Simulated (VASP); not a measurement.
C41O, 42 atoms in the cell. The cell holds a slab with vacuum, 42 atoms: a = 7.295 Å, b = 8.539 Å, c = 23.581 Å, α = 90.00°, β = 90.00°, γ = 112.97°. 

* Program: VASP 6.6.1
* Task: single point
* Functional: PBE
* Dispersion: D3(BJ)
* Potentials or basis: VASP PAW PBE potentials, release 64 (C, O)
* Cutoff: 520 eV
* k mesh: 4 × 4 × 1
* Occupations: gaussian, width 0.05 eV
* Spin: no spin polarisation
* Dipole correction: yes
* Further INCAR settings: LREAL = Auto; ALGO = Normal; EDIFF = 1e-07; NBANDS = 112

Potentials or basis: VASP PAW PBE potentials, release 64 (C, O).

Run with:

```bash
$ cat potpaw_PBE.64/C/POTCAR potpaw_PBE.64/O/POTCAR > POTCAR
$ mpirun -np 1 vasp_std > vasp.out
```

Hardware: 1 × NVIDIA H100 80GB with 1 thread of AMD EPYC 7R13 Processor (Zen 3) (shared host).

Question: How long does it take, and how much memory?

Answer: It took 5.6 min on 1 × NVIDIA H100 80GB with 1 thread of AMD EPYC 7R13 Processor (Zen 3) (shared host), peak memory 2.4 GiB. Counts: scf iterations 28, k points 10.
